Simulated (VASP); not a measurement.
# BaTiO3 (Pm-3m) in VASP: single point with r2SCAN+U

Aim: the single point of BaTiO3 with r2SCAN+U.

Everything below comes from runs of VASP 6.6.1. Logs are shortened: lines on timing, memory, paths and dates and some standing lists are left out, and cuts for length are marked.

### 1 The cell of the first run

The structure is cubic, space group Pm-3m (No. 221). Conventional cell: a = 4.024 Å, b = 4.024 Å, c = 4.024 Å, α = 90.00°, β = 90.00°, γ = 90.00°. Ba (site symmetry m-3m) has 12 O at 2.85 Å and 8 Ti at 3.49 Å within 3.7 Å. Within 2.7 Å of Ti (site symmetry m-3m) lie 6 O at 2.01 Å. Within 2.7 Å of O (site symmetry 4/mmm) lie 2 Ti at 2.01 Å. Within 2.7 Å of O (site symmetry 4/mmm) lie 2 Ti at 2.01 Å.

### 2 Single point, r2SCAN+U, collinear spin, zero start

POSCAR

```
BaTiO3
1.0
    4.0244071100      0.0000000000      0.0000000000
    0.0000000000      8.0488142200      0.0000000000
    0.0000000000      0.0000000000      4.0244071100
Ba Ti O
2 2 6
Direct
    0.5000000000      0.2500000000      0.5000000000
    0.5000000000      0.7500000000      0.5000000000
    0.0000000000      0.0000000000      0.0000000000
    0.0000000000      0.5000000000      0.0000000000
    0.5000000000      0.0000000000      0.0000000000
    0.5000000000      0.5000000000      0.0000000000
    0.0000000000      0.2500000000      0.0000000000
    0.0000000000      0.7500000000      0.0000000000
    0.0000000000      0.0000000000      0.5000000000
    0.0000000000      0.5000000000      0.5000000000
```

INCAR.step1

```
SYSTEM = BaTiO3
PREC     = Accurate       ! precision mode
ENCUT    = 520            ! plane-wave cutoff, eV
ISMEAR   = 0              ! smearing method
SIGMA    = 0.0257         ! smearing width, eV
LREAL    = .False.        ! projectors in reciprocal space
LASPH    = .True.         ! aspherical terms in the spheres
NELM     = 150            ! most SCF steps
ISPIN    = 2              ! spin polarisation
MAGMOM   = 0 0 0 0 0 0 0 0 0 0 ! initial moments
LMAXMIX  = 4              ! l up to which the mixer works
LDAU     = .True.         ! DFT+U
LDAUTYPE = 2            
LDAUL    = -1 2 -1        ! shell
LDAUU    = 0 6.5 0        ! U, eV
LDAUJ    = 0 0 0        
NBANDS   = 55             ! bands
GGA      = PE             ! functional
ALGO     = Normal         ! electronic algorithm
EDIFF    = 1E-4           ! SCF threshold, eV
LWAVE    = .True.         ! write WAVECAR
LCHARG   = .False.        ! write CHGCAR
```

INCAR.step2

```
SYSTEM = BaTiO3
PREC     = Accurate       ! precision mode
ENCUT    = 520            ! plane-wave cutoff, eV
EDIFF    = 1E-6           ! SCF threshold, eV
ISMEAR   = 0              ! smearing method
SIGMA    = 0.0257         ! smearing width, eV
LREAL    = .False.        ! projectors in reciprocal space
LASPH    = .True.         ! aspherical terms in the spheres
NELM     = 150            ! most SCF steps
ALGO     = Normal         ! electronic algorithm
ISIF     = 2              ! what is computed and relaxed
LWAVE    = .False.        ! write WAVECAR
LCHARG   = .False.        ! write CHGCAR
ISPIN    = 2              ! spin polarisation
MAGMOM   = 0 0 0 0 0 0 0 0 0 0 ! initial moments
LORBIT   = 11             ! projections on sites
LMAXMIX  = 4              ! l up to which the mixer works
LDAU     = .True.         ! DFT+U
LDAUTYPE = 2            
LDAUL    = -1 2 -1        ! shell
LDAUU    = 0 6.5 0        ! U, eV
LDAUJ    = 0 0 0        
LDAUPRINT= 1            
METAGGA  = R2SCAN         ! meta-GGA
LMIXTAU  = .True.       
NBANDS   = 55             ! bands
ISTART   = 1
```

KPOINTS

```
Automatic mesh
0
Gamma
  5 3 5
  0.5 0.5 0.5
```

Potentials or basis: VASP PAW PBE potentials, release 64 (Ba_sv, Ti_sv, O).

On the command line:

```bash
cat potpaw_PBE.64/Ba_sv/POTCAR potpaw_PBE.64/Ti_sv/POTCAR potpaw_PBE.64/O/POTCAR > POTCAR
cp INCAR.step1 INCAR
mpirun -np 1 vasp_std > vasp.out
cp INCAR.step2 INCAR
mpirun -np 1 vasp_std > vasp.out
```

OUTCAR:

```text
SYSTEM = BaTiO3
   PREC = Accurate
   ENCUT = 520
   EDIFF = 1E-6
   ISMEAR = 0
   LREAL = .False.
   LASPH = .True.
   NELM = 150
   ISIF = 2
   ISPIN = 2
   LORBIT = 11
   METAGGA = R2SCAN
   ISTART = 1

 ion  position               nearest neighbor table
   1  0.500  0.250  0.500-   5 2.85   6 2.85   7 2.85   9 2.85  10 2.85   5 2.85   6 2.85   7 2.85
                             7 2.85   9 2.85  10 2.85   7 2.85   3 3.49   4 3.49   4 3.49   4 3.49
   2  0.500  0.750  0.500-   5 2.85   6 2.85   8 2.85   9 2.85  10 2.85   5 2.85   6 2.85   8 2.85
                             8 2.85   9 2.85  10 2.85   8 2.85   3 3.49   4 3.49   4 3.49   4 3.49
   3  0.000  0.000  0.000-   5 2.01   7 2.01   8 2.01   9 2.01   9 2.01   5 2.01   1 3.49   2 3.49
                             1 3.49   1 3.49   2 3.49   2 3.49   1 3.49   2 3.49
   4  0.000  0.500  0.000-   6 2.01   7 2.01   8 2.01  10 2.01  10 2.01   6 2.01   1 3.49   2 3.49
                             1 3.49   1 3.49   2 3.49   2 3.49   1 3.49   2 3.49
   5  0.500  0.000  0.000-   3 2.01   3 2.01   1 2.85   1 2.85   2 2.85   2 2.85
   6  0.500  0.500  0.000-   4 2.01   4 2.01   1 2.85   1 2.85   2 2.85   2 2.85
   7  0.000  0.250  0.000-   3 2.01   4 2.01   1 2.85   1 2.85   1 2.85   1 2.85
   8  0.000  0.750  0.000-   3 2.01   4 2.01   2 2.85   2 2.85   2 2.85   2 2.85
   9  0.000  0.000  0.500-   3 2.01   3 2.01   1 2.85   2 2.85   1 2.85   2 2.85
  10  0.000  0.500  0.500-   4 2.01   4 2.01   1 2.85   2 2.85   1 2.85   2 2.85

  LATTYP: Found a simple tetragonal cell.
 ALAT       =     4.0244071100
 C/A-ratio  =     2.0000000000

  Lattice vectors:

 A1 = (  -4.0244071100,   0.0000000000,   0.0000000000)
 A2 = (   0.0000000000,   0.0000000000,   4.0244071100)
 A3 = (   0.0000000000,   8.0488142200,   0.0000000000)

Analysis of symmetry for initial positions (statically):
=====================================================================
 Subroutine PRICEL returns following result:

  LATTYP: Found a simple cubic cell.
 ALAT       =     4.0244071100
[... 12 lines left out ...]
 Subroutine GETGRP returns: Found 16 space group operations
 (whereof 16 operations were pure point group operations)
 out of a pool of 16 trial point group operations.

The static configuration has the point symmetry D_4h.

Analysis of symmetry for dynamics (positions and initial velocities):
=====================================================================
 Subroutine PRICEL returns following result:

  LATTYP: Found a simple cubic cell.
 ALAT       =     4.0244071100
[... 12 lines left out ...]
 Subroutine GETGRP returns: Found 16 space group operations
 (whereof 16 operations were pure point group operations)
 out of a pool of 16 trial point group operations.

The dynamic configuration has the point symmetry D_4h.

Analysis of structural, dynamic, and magnetic symmetry:
=====================================================================
 Subroutine PRICEL returns following result:

  LATTYP: Found a simple cubic cell.
 ALAT       =     4.0244071100
[... 12 lines left out ...]
 Subroutine GETGRP returns: Found 16 space group operations
 (whereof 16 operations were pure point group operations)
 out of a pool of 16 trial point group operations.

The overall configuration has the point symmetry D_4h.

 Subroutine INISYM returns: Found 16 space group operations
 (whereof 16 operations are pure point group operations),
 and found     2 'primitive' translations

----------------------------------------------------------------------------------------

                                     Primitive cell

  volume of cell :      65.1787

  direct lattice vectors                    reciprocal lattice vectors
     4.024407110  0.000000000  0.000000000     0.248483807  0.000000000  0.000000000
     0.000000000  4.024407110  0.000000000     0.000000000  0.248483807  0.000000000
     0.000000000  0.000000000  4.024407110     0.000000000  0.000000000  0.248483807

  length of vectors
     4.024407110  4.024407110  4.024407110     0.248483807  0.248483807  0.248483807

  position of ions in fractional coordinates (direct lattice)
     0.500000000  0.500000000  0.500000000
     0.000000000  0.000000000  0.000000000
     0.500000000  0.000000000  0.000000000
     0.000000000  0.500000000  0.000000000
[... 146 lines left out ...]
atom =   4  type =  2  l = 2

 onsite density matrix

spin component  1

  0.0832 -0.0000 -0.0000  0.0000 -0.0000
 -0.0000  0.0832  0.0000  0.0000 -0.0000
 -0.0000  0.0000  0.2247 -0.0000 -0.0001
  0.0000  0.0000 -0.0000  0.0832 -0.0000
 -0.0000 -0.0000 -0.0001 -0.0000  0.2246

spin component  2

  0.0832 -0.0000 -0.0000  0.0000 -0.0000
 -0.0000  0.0832  0.0000  0.0000 -0.0000
 -0.0000  0.0000  0.2247 -0.0000 -0.0001
  0.0000  0.0000 -0.0000  0.0832 -0.0000
 -0.0000 -0.0000 -0.0001 -0.0000  0.2246

 occupancies and eigenvectors

  o =  0.0832  v =  0.0000  0.0000  0.0000  0.0000  0.0000  0.0000 -0.0000  0.0000 -1.0000 -0.0000      0.0000  0.0000  0.0000  0.0000  0.0000  0.0000  0.0000  0.0000  0.0000  0.0000
  o =  0.0832  v =  0.0000 -0.0000  0.0000 -1.0000 -0.0000  0.0000  0.0000  0.0000  0.0000  0.0000      0.0000  0.0000  0.0000  0.0000  0.0000  0.0000  0.0000  0.0000  0.0000  0.0000
  o =  0.0832  v =  0.0000  0.0000  0.0000  0.0000  0.0000  0.0000  1.0000 -0.0000 -0.0000  0.0000      0.0000  0.0000  0.0000  0.0000  0.0000  0.0000  0.0000  0.0000  0.0000  0.0000
  o =  0.0832  v =  0.0000  0.0000  0.0000  0.0000  0.0000  1.0000  0.0000  0.0000  0.0000  0.0000      0.0000  0.0000  0.0000  0.0000  0.0000  0.0000  0.0000  0.0000  0.0000  0.0000
  o =  0.0832  v =  1.0000  0.0000  0.0000  0.0000  0.0000  0.0000  0.0000  0.0000  0.0000  0.0000      0.0000  0.0000  0.0000  0.0000  0.0000  0.0000  0.0000  0.0000  0.0000  0.0000
  o =  0.0832  v =  0.0000  1.0000 -0.0000 -0.0000 -0.0000  0.0000  0.0000  0.0000  0.0000  0.0000      0.0000  0.0000  0.0000  0.0000  0.0000  0.0000  0.0000  0.0000  0.0000  0.0000
  o =  0.2246  v =  0.0000  0.0000  0.0000  0.0000  0.0000  0.0000  0.0000  0.5000 -0.0000  0.8660      0.0000  0.0000  0.0000  0.0000  0.0000  0.0000  0.0000  0.0000  0.0000  0.0000
  o =  0.2246  v =  0.0000  0.0000  0.5000 -0.0000  0.8660  0.0000  0.0000  0.0000  0.0000  0.0000      0.0000  0.0000  0.0000  0.0000  0.0000  0.0000  0.0000  0.0000  0.0000  0.0000
  o =  0.2248  v =  0.0000  0.0000  0.0000  0.0000  0.0000  0.0000 -0.0000 -0.8660 -0.0000  0.5000      0.0000  0.0000  0.0000  0.0000  0.0000  0.0000  0.0000  0.0000  0.0000  0.0000
  o =  0.2248  v =  0.0000 -0.0000 -0.8660 -0.0000  0.5000  0.0000  0.0000  0.0000  0.0000  0.0000      0.0000  0.0000  0.0000  0.0000  0.0000  0.0000  0.0000  0.0000  0.0000  0.0000

 number of electron      79.9999951 magnetization       0.0000000

 Free energy of the ion-electron system (eV)
  ---------------------------------------------------
  ext. energy  EPLUGINS =         0.00000000
  ---------------------------------------------------
  free energy    TOTEN  =      -140.38897616 eV

  energy without entropy =     -140.38897616  energy(sigma->0) =     -140.38897616

 E-fermi :   3.9489     XC(G=0): -11.8367

 val. band max:        3.6196050692   @ k =   0.5000   0.1667   0.5000
 cond. band min:       6.8891876768   @ k =   0.1000   0.1667   0.1000
 fundamental gap:      3.2695826076
 Fermi energy:         3.9489133899

 spin component 1

 k-point     1 :       0.1000    0.1667    0.1000
  band No.  band energies     occupation
      1     -57.0873      1.00000
      2     -57.0865      1.00000
      3     -32.1898      1.00000
      4     -32.1550      1.00000
      5     -32.1548      1.00000
      6     -32.1537      1.00000
[... 649 lines left out ...]
     51      11.5621      0.00000
     52      11.5621      0.00000
 Fermi energy:         3.9489133899

 spin component 2

 k-point     1 :       0.1000    0.1667    0.1000
  band No.  band energies     occupation
      1     -57.0873      1.00000
      2     -57.0865      1.00000
      3     -32.1898      1.00000
      4     -32.1549      1.00000
      5     -32.1548      1.00000
      6     -32.1537      1.00000
[... 649 lines left out ...]
     51      11.5621      0.00000
     52      11.5621      0.00000
 [bands above 52 left out]

------------------------ aborting loop because EDIFF is reached ----------------------------------------

  FORCE on cell =-STRESS in cart. coord.  units (eV):
  Direction    XX          YY          ZZ          XY          YZ          ZX
  --------------------------------------------------------------------------------------
  -------------------------------------------------------------------------------------
  Total        2.3231581      2.3322735      2.3231581      0.0000000      0.0000000      0.0000000
  in kB       28.5531239     28.6651586     28.5531239      0.0000000      0.0000000      0.0000000
  external PRESSURE =      28.5904688 kB  Pullay stress =       0.0000000 kB

 VOLUME and BASIS-vectors are now :
 -----------------------------------------------------------------------------
  energy-cutoff  :      520.00
  volume of cell :      130.36
      direct lattice vectors                 reciprocal lattice vectors
     4.024407110  0.000000000  0.000000000     0.248483807  0.000000000  0.000000000
     0.000000000  8.048814220  0.000000000     0.000000000  0.124241904  0.000000000
     0.000000000  0.000000000  4.024407110     0.000000000  0.000000000  0.248483807

 POSITION                                       TOTAL-FORCE (eV/Angst)
 -----------------------------------------------------------------------------------
      2.01220      2.01220      2.01220        -0.000000      0.000000     -0.000000
      2.01220      6.03661      2.01220        -0.000000     -0.000000     -0.000000
      0.00000      0.00000      0.00000        -0.000000     -0.000000     -0.000000
      0.00000      4.02441      0.00000        -0.000000      0.000000     -0.000000
      2.01220      0.00000      0.00000        -0.000000     -0.000000      0.000000
      2.01220      4.02441      0.00000        -0.000000     -0.000000      0.000000
      0.00000      2.01220      0.00000        -0.000000     -0.000000     -0.000000
      0.00000      6.03661      0.00000        -0.000000     -0.000000     -0.000000
      0.00000      0.00000      2.01220         0.000000     -0.000000     -0.000000
      0.00000      4.02441      2.01220         0.000000     -0.000000     -0.000000
 -----------------------------------------------------------------------------------
    total drift:                                0.000000      0.000000      0.000000

  FREE ENERGIE OF THE ION-ELECTRON SYSTEM (eV)
  ---------------------------------------------------
  free  energy   TOTEN  =      -140.3889761646 eV

  energy  without entropy=     -140.3889761646  energy(sigma->0) =     -140.38897616

 total charge

# of ion       s       p       d       tot
------------------------------------------
    1        2.018   5.668   0.303   7.989
    2        2.018   5.668   0.303   7.989
    3        2.217   6.282   1.375   9.874
    4        2.217   6.282   1.375   9.874
    5        1.564   3.522   0.000   5.086
    6        1.564   3.522   0.000   5.086
    7        1.564   3.522   0.000   5.086
    8        1.564   3.522   0.000   5.086
    9        1.564   3.522   0.000   5.086
   10        1.564   3.522   0.000   5.086
--------------------------------------------------
tot         17.854  45.031   3.355  66.240

 magnetization (x)

# of ion       s       p       d       tot
------------------------------------------
    1       -0.000  -0.000   0.000  -0.000
    2       -0.000  -0.000   0.000  -0.000
    3       -0.000   0.000   0.000   0.000
    4       -0.000   0.000   0.000   0.000
    5       -0.000  -0.000   0.000  -0.000
    6       -0.000  -0.000   0.000  -0.000
    7        0.000  -0.000   0.000  -0.000
    8        0.000  -0.000   0.000  -0.000
    9       -0.000  -0.000   0.000  -0.000
   10       -0.000  -0.000   0.000  -0.000
--------------------------------------------------
tot         -0.000  -0.000   0.000  -0.000
```

Wall time 19 min (1 thread of Intel Xeon 8259CL, shared host); peak memory 0.36 GiB.

What came out:

* Free energy: -140.3890 eV
* Pressure: 2.9 GPa
* Band gap on the k mesh: 3.27 eV
* Net moment: 0.00 μB per cell
* Valence electrons inside the program's atomic spheres: Ba 7.99; Ti 9.87; O 5.09

Levels at points of the mesh, in eV from the valence-band top:
Spin up:
```csv
k point,band 37,band 38,band 39,band 40,band 41,band 42,band 43,band 44
"(0.50, 0.50, 0.50)",-0.53,-0.53,-0.04,-0.04,4.94,4.94,4.94,4.94
```
Spin down:
| k point | band 37 | band 38 | band 39 | band 40 | band 41 | band 42 | band 43 | band 44 |
| --- | --- | --- | --- | --- | --- | --- | --- | --- |
| (0.50, 0.50, 0.50) | -0.53 | -0.53 | -0.04 | -0.04 | 4.94 | 4.94 | 4.94 | 4.94 |

Eigenvalues of the final occupation matrices:
| site | spin | trace | eigenvalues |
| --- | --- | --- | --- |
| site 3 d | 1 | 0.70 | 0.08 0.08 0.08 0.22 0.22 |
| site 3 d | 2 | 0.70 | 0.08 0.08 0.08 0.22 0.22 |
| site 4 d | 1 | 0.70 | 0.08 0.08 0.08 0.22 0.22 |
| site 4 d | 2 | 0.70 | 0.08 0.08 0.08 0.22 0.22 |

Caveat: the PAW data sets were made with another functional, which shifts forces and pressure a little; spin-orbit coupling is left out, which moves the levels of the heavy elements; a shifted mesh leaves out Γ, where band edges can lie.
